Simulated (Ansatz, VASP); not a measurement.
# Two plane-wave programs on Be

```
Be
1.0
     2.26219    0.00000    0.00000
    -1.13109    1.95911    0.00000
     0.00000    0.00000    3.56649
Be
2
Cartesian
  0.0000 1.3061 0.8916
  1.1311 0.6530 2.6749
```

Alike in both runs: task single point; functional PBE0; k mesh 11 × 11 × 6; occupations fermi-dirac, width 0.05 eV; no spin polarisation.

|  | VASP | Ansatz |
| --- | --- | --- |
| version | VASP 6.6.1 | Ansatz 0.2.0 |
| potentials or method | VASP PAW PBE potentials, release 64 (Be), cutoff 520 eV | plane-wave PAW DFT |
| valence electrons in the cell | 4 | 4 |

```csv
,VASP,Ansatz,Ansatz less VASP
pressure (GPa),-0.6,-0.7,-0.05
"traceless stress, the component that is largest in VASP (GPa)",-0.76,-0.80,-0.032
```

The functional is the same, so the differences come from potentials, cutoffs and numerics. Ansatz's warnings: filled band counts differ across k points, stress exchange threshold loose, stress scf threshold loose.
